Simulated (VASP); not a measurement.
# WC (Fm-3m) in VASP: further runs

Runs on WC. Level: PBE. Tasks: single point.

All numbers are computed with VASP 6.6.1; they aren't measurements. Logs are shortened: lines on timing, memory, paths and dates and some standing lists are left out, and cuts for length are marked.

## (1) The cell of the first run

The structure is cubic, space group Fm-3m (No. 225). The conventional cell has a = 4.296 Å, b = 4.296 Å, c = 4.296 Å, α = 90.00°, β = 90.00°, γ = 90.00°. W (site symmetry m-3m) has 6 C at 2.15 Å within 2.8 Å. C (site symmetry m-3m) has 6 W at 2.15 Å within 2.8 Å.

## (2) Single point, PBE (volume scaled by 0.94)

The input, INCAR:

```
PREC = Accurate ; ENCUT = 520
EDIFF = 1E-6 ; ISMEAR = -1
SIGMA = 0.05 ; LREAL = False
LASPH = True ; NELM = 80
ALGO = Normal ; ISIF = 2
LWAVE = False ; LCHARG = False
GGA = PE ; NBANDS = 16
```

The input, KPOINTS:

```
regular mesh
0
Gamma
  10 10 10
```

The input, POSCAR:

```
WC
1.0
    0.0000000000      2.1479227872      2.1479227872
    2.1479227872      0.0000000000      2.1479227872
    2.1479227872      2.1479227872      0.0000000000
W C
1 1
Direct
    0.0000000000      0.0000000000      0.0000000000
    0.5000000000      0.5000000000      0.5000000000
```

Potentials or basis: VASP PAW PBE potentials, release 64 (W_sv, C).

Launch:

```sh
$ cat potpaw_PBE.64/W_sv/POTCAR potpaw_PBE.64/C/POTCAR > POTCAR
$ mpirun -np 1 vasp_std > vasp.out
```

OUTCAR:

```text
PREC = Accurate
   ENCUT = 520
   EDIFF = 1E-6
   ISMEAR = -1
   LREAL = False
   LASPH = True
   NELM = 80
   ISIF = 2
   GGA = PE

 ion  position               nearest neighbor table
   1  0.000  0.000  0.000-   2 2.15   2 2.15   2 2.15   2 2.15   2 2.15   2 2.15
   2  0.500  0.500  0.500-   1 2.15   1 2.15   1 2.15   1 2.15   1 2.15   1 2.15

  LATTYP: Found a face centered cubic cell.
 ALAT       =     4.2958455744

  Lattice vectors:

 A1 = (   0.0000000000,   2.1479227872,   2.1479227872)
 A2 = (   2.1479227872,   0.0000000000,   2.1479227872)
 A3 = (   2.1479227872,   2.1479227872,   0.0000000000)

Analysis of symmetry for initial positions (statically):
=====================================================================
 Subroutine PRICEL returns:
 Original cell was already a primitive cell.

 Routine SETGRP: Setting up the symmetry group for a
 face centered cubic supercell.

 Subroutine GETGRP returns: Found 48 space group operations
 (whereof 48 operations were pure point group operations)
 out of a pool of 48 trial point group operations.

The static configuration has the point symmetry O_h .

Analysis of symmetry for dynamics (positions and initial velocities):
=====================================================================
 Subroutine PRICEL returns:
 Original cell was already a primitive cell.

 Routine SETGRP: Setting up the symmetry group for a
 face centered cubic supercell.

 Subroutine GETGRP returns: Found 48 space group operations
 (whereof 48 operations were pure point group operations)
 out of a pool of 48 trial point group operations.

The dynamic configuration has the point symmetry O_h .

 Subroutine INISYM returns: Found 48 space group operations
 (whereof 48 operations are pure point group operations),
 and found     1 'primitive' translations

----------------------------------------------------------------------------------------

                                     Primitive cell

  volume of cell :      19.8192

  direct lattice vectors                    reciprocal lattice vectors
     0.000000000  2.147922787  2.147922787    -0.232783042  0.232783042  0.232783042
     2.147922787  0.000000000  2.147922787     0.232783042 -0.232783042  0.232783042
     2.147922787  2.147922787  0.000000000     0.232783042  0.232783042 -0.232783042

  length of vectors
     3.037621537  3.037621537  3.037621537     0.403192056  0.403192056  0.403192056

  position of ions in fractional coordinates (direct lattice)
     0.000000000  0.000000000  0.000000000
     0.500000000  0.500000000  0.500000000

  ion indices of the primitive-cell ions
   primitive index   ion index
                 1           1
                 2           2

----------------------------------------------------------------------------------------

 KPOINTS: regular mesh

Automatic generation of k-mesh.
 Grid dimensions read from file:
 generate k-points for:   10   10   10

 Generating k-lattice:

  Cartesian coordinates                     Fractional coordinates (reciprocal lattice)
    -0.023278304  0.023278304  0.023278304     0.100000000  0.000000000  0.000000000
     0.023278304 -0.023278304  0.023278304     0.000000000  0.100000000  0.000000000
     0.023278304  0.023278304 -0.023278304     0.000000000  0.000000000  0.100000000

  Length of vectors
     0.040319206  0.040319206  0.040319206

  Shift w.r.t. Gamma in fractional coordinates (k-lattice)
     0.000000000  0.000000000  0.000000000

 Subroutine IBZKPT returns following result:
 ===========================================

 Found     47 irreducible k-points:

 Following reciprocal coordinates:
            Coordinates               Weight
  0.000000  0.000000  0.000000      1.000000
  0.100000  0.000000  0.000000      8.000000
  0.200000  0.000000  0.000000      8.000000
  0.300000  0.000000  0.000000      8.000000
  0.400000  0.000000  0.000000      8.000000
  0.500000  0.000000  0.000000      4.000000
[... 16 lines left out ...]
  0.300000  0.300000  0.000000      6.000000
  0.400000  0.300000  0.000000     24.000000
 [... further k-points ...]
   k-points           NKPTS =     47   k-points in BZ     NKDIM =     47   number of bands    NBANDS=     16
   number of dos      NEDOS =    301   number of ions     NIONS =      2
   total plane-waves  NPLWV =  13824
   dimension x,y,z NGX =    24 NGY =   24 NGZ =   24
   dimension x,y,z NGXF=    48 NGYF=   48 NGZF=   48
   ions per type =               1   1
   NGX,Y,Z   is equivalent  to a cutoff of  13.13, 13.13, 13.13 a.u.
   NGXF,Y,Z  is equivalent  to a cutoff of  26.27, 26.27, 26.27 a.u.
 SYSTEM =  unknown system
   PREC   = accura    normal or accurate (medium, high low for compatibility)
   ISTART =      0    job   : 0-new  1-cont  2-samecut
   ICHARG =      2    charge: 1-file 2-atom 10-const
   ISPIN  =      1    spin polarized calculation?
   LNONCOLLINEAR =      F non collinear calculations
   LSORBIT =      F    spin-orbit coupling
   LASPH  =      T    aspherical Exc in radial PAW
   ENCUT  =  520.0 eV  38.22 Ry    6.18 a.u.   5.65  5.65  5.65*2*pi/ulx,y,z
   NELM   =     80;   NELMIN=  2; NELMDL= -5     # of ELM steps
   EDIFF  = 0.1E-05   stopping-criterion for ELM
   LREAL  =      F    real-space projection
   EDIFFG = 0.1E-04   stopping-criterion for IOM
   NSW    =      0    number of steps for IOM
   IBRION =     -1    ionic relax: 0-MD 1-quasi-New 2-CG
   NFREE  =      0    steps in history (QN), initial steepest desc. (CG)
   ISIF   =      2    stress and relaxation
   ISYM   =      2    0-nonsym 1-usesym 2-fastsym
   POTIM  = 0.5000    time-step for ionic-motion
   TEBEG  =    0.0;   TEEND  =   0.0 temperature during run
   PSTRESS=    0.0 pullay stress
   NELECT =      18.0000    total number of electrons
   NUPDOWN=      -1.0000    fix difference up-down
   EMIN   =  10.00;   EMAX   =-10.00  energy-range for DOS
   EFERMI =   0.00;   METHOD = LEGACY
   ISMEAR =    -1;   SIGMA  =   0.05  broadening in eV -4-tet -1-fermi 0-gaus
   EFERMI_NEDOS =   21; number of points for ismear=-14 and -15
   IALGO  =     38    algorithm
   IMIX   =      4    mixing-type and parameters
     AMIX     =   0.40;   BMIX     =  1.00
     AMIX_MAG =   1.60;   BMIX_MAG =  1.00
  volume/ion in A,a.u.               =       9.91        66.87
  Fermi-wavevector in a.u.,A,eV,Ry     =   1.585393  2.995959 34.197859  2.513472
  Thomas-Fermi vector in A             =   2.684865
   LORBIT       =      0    0 simple, 1 ext, 2 COOP (PROOUT), +10 PAW based schemes
   GGA     = PE    functional components
   LHFCALC =     F    Hartree Fock is set to
   AEXX    =    0.0000 exact exchange contribution
   IVDW    =     0    specifies the selected vdW correction
   LEPSILON=     F    determine dielectric tensor
   LRPA    =     F    only Hartree local field effects (RPA)
 non-spin polarized calculation
  energy-cutoff  :      520.00
  volume of cell :       19.82
 maximum number of plane-waves:       548
   NGX = 11   NGY = 11   NGZ = 11

 number of electron      17.9999999 magnetization

 Free energy of the ion-electron system (eV)
  ---------------------------------------------------
  ext. energy  EPLUGINS =         0.00000000
  ---------------------------------------------------
  free energy    TOTEN  =       -21.47982465 eV

  energy without entropy =      -21.47381812  energy(sigma->0) =      -21.47682138

 E-fermi :  13.4247     XC(G=0): -14.0630

 val. band max:       13.4056495629   @ k =  -0.1000   0.1000   0.0000
 cond. band min:      13.4819454907   @ k =  -0.3000   0.3000   0.1000
 fundamental gap:      0.0762959278
 Fermi energy:        13.4247401973

 k-point     1 :       0.0000    0.0000    0.0000
  band No.  band energies     occupation
      1     -62.0255      2.00000
      2     -26.0119      2.00000
      3     -26.0119      2.00000
      4     -26.0119      2.00000
      5      -2.9857      2.00000
      6      10.3880      2.00000
[... 8 lines left out ...]
     15      22.9740      0.00000
     16      37.7081      0.00000

 k-point     2 :       0.1000    0.0000    0.0000
  band No.  band energies     occupation
      1     -62.0208      2.00000
      2     -26.0863      2.00000
      3     -26.0196      2.00000
      4     -26.0196      2.00000
      5      -2.6821      2.00000
      6       9.4311      2.00000
[... 8 lines left out ...]
     15      23.6829      0.00000
     16      35.0185      0.00000

 k-point     3 :       0.2000    0.0000    0.0000
  band No.  band energies     occupation
      1     -62.0083      2.00000
      2     -26.2771      2.00000
      3     -26.0397      2.00000
      4     -26.0397      2.00000
      5      -1.8292      2.00000
      6       7.7149      2.00000
[... 8 lines left out ...]
     15      25.3107      0.00000
     16      31.9413      0.00000

 k-point     4 :       0.3000    0.0000    0.0000
  band No.  band energies     occupation
      1     -61.9927      2.00000
      2     -26.5053      2.00000
      3     -26.0644      2.00000
      4     -26.0644      2.00000
      5      -0.5782      2.00000
      6       5.9310      2.00000
[... 8 lines left out ...]
     15      26.5233      0.00000
     16      29.5013      0.00000

 k-point     5 :       0.4000    0.0000    0.0000
  band No.  band energies     occupation
      1     -61.9802      2.00000
      2     -26.6841      2.00000
      3     -26.0843      2.00000
      4     -26.0843      2.00000
      5       0.8752      2.00000
      6       4.2486      2.00000
[... 8 lines left out ...]
     15      26.7494      0.00000
     16      26.7494      0.00000

 k-point     6 :       0.5000    0.0000    0.0000
  band No.  band energies     occupation
      1     -61.9754      2.00000
      2     -26.7512      2.00000
      3     -26.0919      2.00000
      4     -26.0919      2.00000
      5       2.0389      2.00000
      6       3.0295      2.00000
[... 8 lines left out ...]
     15      25.5013      0.00000
     16      25.5013      0.00000

 k-point     7 :       0.1000    0.1000    0.0000
  band No.  band energies     occupation
      1     -62.0192      2.00000
      2     -26.0811      2.00000
      3     -26.0371      2.00000
      4     -26.0371      2.00000
      5      -2.5890      2.00000
      6       9.0631      2.00000
[... 8 lines left out ...]
     15      23.9191      0.00000
     16      34.8635      0.00000

 k-point     8 :       0.2000    0.1000    0.0000
  band No.  band energies     occupation
      1     -62.0093      2.00000
      2     -26.2228      2.00000
      3     -26.0651      2.00000
      4     -26.0509      2.00000
      5      -1.9462      2.00000
      6       7.5573      2.00000
[... 8 lines left out ...]
     15      25.2866      0.00000
     16      31.7834      0.00000

 k-point     9 :       0.3000    0.1000    0.0000
  band No.  band energies     occupation
      1     -61.9947      2.00000
      2     -26.4321      2.00000
      3     -26.0929      2.00000
      4     -26.0753      2.00000
      5      -0.8814      2.00000
      6       6.1195      2.00000
[... 8 lines left out ...]
     15      26.4840      0.00000
     16      29.5993      0.00000
[... 172 lines left out ...]
 k-point    19 :       0.5000    0.2000    0.0000
  band No.  band energies     occupation
      1     -61.9695      2.00000
      2     -26.6462      2.00000
      3     -26.2407      2.00000
      4     -26.1553      2.00000
      5       0.7668      2.00000
      6       4.5773      2.00000
[... 8 lines left out ...]
     15      25.3181      0.00000
     16      27.8537      0.00000

 k-point    20 :      -0.4000    0.2000    0.0000
  band No.  band energies     occupation
      1     -61.9685      2.00000
      2     -26.6500      2.00000
      3     -26.2801      2.00000
      4     -26.1303      2.00000
      5       1.1642      2.00000
      6       4.1558      2.00000
[... 8 lines left out ...]
     15      26.2331      0.00000
     16      27.1592      0.00000

 k-point    21 :      -0.3000    0.2000    0.0000
  band No.  band energies     occupation
      1     -61.9753      2.00000
      2     -26.5740      2.00000
      3     -26.2766      2.00000
      4     -26.0927      2.00000
      5       0.6856      2.00000
      6       4.5747      2.00000
[... 8 lines left out ...]
     15      26.3102      0.00000
     16      27.3462      0.00000

 k-point    22 :      -0.2000    0.2000    0.0000
  band No.  band energies     occupation
      1     -61.9873      2.00000
      2     -26.4644      2.00000
      3     -26.2118      2.00000
      4     -26.0569      2.00000
      5      -0.3058      2.00000
      6       5.6368      2.00000
[... 8 lines left out ...]
     15      26.6023      0.00000
     16      27.5194      0.00000

 k-point    23 :       0.3000    0.3000    0.0000
  band No.  band energies     occupation
      1     -61.9818      2.00000
      2     -26.4602      2.00000
      3     -26.1838      2.00000
      4     -26.1838      2.00000
      5      -0.7338      2.00000
      6       5.7944      2.00000
[... 8 lines left out ...]
     15      26.6449      0.00000
     16      29.3564      0.00000

 k-point    24 :       0.4000    0.3000    0.0000
  band No.  band energies     occupation
      1     -61.9717      2.00000
      2     -26.5553      2.00000
      3     -26.2341      2.00000
      4     -26.2115      2.00000
      5      -0.4332      2.00000
      6       5.9730      2.00000
[... 8 lines left out ...]
     15      25.6288      0.00000
     16      29.4323      0.00000

 [... further k-points ...]
[... 5 lines left out ...]
  --------------------------------------------------------------------------------------
  -------------------------------------------------------------------------------------
  Total        3.1044996      3.1044996      3.1044996      0.0000000     -0.0000000      0.0000000
  in kB      250.9667546    250.9667546    250.9667546      0.0000000     -0.0000000      0.0000000
  external PRESSURE =     250.9667546 kB  Pullay stress =       0.0000000 kB

 VOLUME and BASIS-vectors are now :
 -----------------------------------------------------------------------------
  energy-cutoff  :      520.00
  volume of cell :       19.82
      direct lattice vectors                 reciprocal lattice vectors
     0.000000000  2.147922787  2.147922787    -0.232783042  0.232783042  0.232783042
     2.147922787  0.000000000  2.147922787     0.232783042 -0.232783042  0.232783042
     2.147922787  2.147922787  0.000000000     0.232783042  0.232783042 -0.232783042

 POSITION                                       TOTAL-FORCE (eV/Angst)
 -----------------------------------------------------------------------------------
      0.00000      0.00000      0.00000         0.000000      0.000000     -0.000000
      2.14792      2.14792      2.14792         0.000000      0.000000      0.000000
 -----------------------------------------------------------------------------------
    total drift:                                0.000000     -0.000000     -0.000000

  FREE ENERGIE OF THE ION-ELECTRON SYSTEM (eV)
  ---------------------------------------------------
  free  energy   TOTEN  =       -21.4798246458 eV

  energy  without entropy=      -21.4738181239  energy(sigma->0) =      -21.47682138
```

Run time: 22 s. Hardware: 1 thread of AMD EPYC 7R43 (Zen 3), shared host; peak memory 0.11 GiB.

Results:

- Free energy: -21.4798 eV
- Pressure: 25.1 GPa
- Band gap on the k mesh: zero (band 9 reaches 14.55 eV, above the bottom of band 10 at 11.06 eV)

Caveat: spin-orbit coupling is left out, which moves the levels of the heavy elements.

[end of part 1 of 2]
